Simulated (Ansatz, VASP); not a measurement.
## HfIn4SiO6 in VASP and in Ansatz

Contents of INCAR:

```
PREC = Accurate ; ENCUT = 520
EDIFF = 1E-7 ; ISMEAR = -1
SIGMA = 0.05 ; LREAL = F
LASPH = T ; NELM = 100
ALGO = Normal ; ISIF = 2
LWAVE = F ; LCHARG = F
GGA = PS ; NBANDS = 63
```

File KPOINTS:

```
regular mesh
0
Gamma
  4 4 2
```

File POSCAR:

```
HfIn4SiO6
1.0
    5.2774300000      0.0000000000      0.0000000000
   -2.6387200000      4.5703900000      0.0000000000
    0.0000000000      0.0000000000     10.5590500000
Hf In Si O
1 4 1 6
Direct
    0.6666700000      0.3333300000      0.0000000000
    0.0000000000      0.0000000000      0.3044600000
    0.0000000000      0.0000000000      0.6955400000
    0.3333300000      0.6666700000      0.7891900000
    0.3333300000      0.6666700000      0.2108100000
    0.0000000000      0.0000000000      0.0000000000
    0.9730000000      0.7049600000      0.8997200000
    0.2950400000      0.0270000000      0.1002800000
    0.2950400000      0.2680400000      0.8997200000
    0.7319600000      0.7049600000      0.1002800000
    0.7319600000      0.0270000000      0.8997200000
    0.9730000000      0.2680400000      0.1002800000
```

Contents of input.yaml:

```yaml
crystal:
  lattice:
    - [5.27743, 0.0, 0.0]
    - [-2.63872, 4.57039, 0.0]
    - [0.0, 0.0, 10.55905]
  atoms:
    - { symbol: Hf, position: [0.66667, 0.33333, 0.0] }
    - { symbol: In, position: [0.0, 0.0, 0.30446] }
    - { symbol: In, position: [0.0, 0.0, 0.69554] }
    - { symbol: In, position: [0.33333, 0.66667, 0.78919] }
    - { symbol: In, position: [0.33333, 0.66667, 0.21081] }
    - { symbol: Si, position: [0.0, 0.0, 0.0] }
    - { symbol: O, position: [0.973, 0.70496, 0.89972] }
    - { symbol: O, position: [0.29504, 0.027, 0.10028] }
    - { symbol: O, position: [0.29504, 0.26804, 0.89972] }
    - { symbol: O, position: [0.73196, 0.70496, 0.10028] }
    - { symbol: O, position: [0.73196, 0.027, 0.89972] }
    - { symbol: O, position: [0.973, 0.26804, 0.10028] }
kpoints:
  mp_grid: { grid: [4, 4, 2] }
  band_path:
    path:
      - [0.0, 0.0, 0.0]
      - [0.5, 0.0, 0.0]
      - [0.3333333333, 0.3333333333, 0.0]
      - [0.0, 0.0, 0.0]
      - [0.0, 0.0, 0.5]
      - [0.5, 0.0, 0.5]
      - [0.3333333333, 0.3333333333, 0.5]
      - [0.0, 0.0, 0.5]
    npoints: 12
scf:
  occupations: { method: fermi_dirac, width: 0.05 }
hamiltonian:
  xc: pbesol
  pseudopotentials: { kind: all_electron, lapw: { basis_error: 0.002 } }
output:
  forces: true
  stress: true
  eigenvalues: true
```

Alike in both runs: functional PBEsol; k mesh 4 × 4 × 2; occupations fermi-dirac, width 0.05 eV; no spin polarisation.

```csv
,VASP,Ansatz
version,VASP 6.6.1,Ansatz 0.2.0
potentials or method,"VASP PAW PBE potentials, release 64 (Hf_pv, In_d, Si, O), cutoff 520 eV","all-electron LAPW, scalar-relativistic"
task,single point,band structure
```

|  | VASP | Ansatz | Ansatz less VASP |
| --- | --- | --- | --- |
| gap on the k mesh at the Fermi level (eV) | 0.34 | 0.34 | +0.003 |
| least direct gap on the mesh (eV) | 1.65 | 1.66 | +0.018 |
| pressure (GPa) | -3.3 | -3.0 | +0.31 |
| traceless stress, the component that is largest in VASP (GPa) | 0.34 | 0.21 | -0.133 |
| rms of the force components (eV/Å) | 0.129 | 0.110 | -0.0192 |

VASP's potentials were made for PBE, not for PBEsol. Atom by atom the forces differ by 0.059 eV/Å (rms over components). Ansatz ran all-electron here, and VASP with PAW potentials.

Spin-orbit coupling is off throughout.
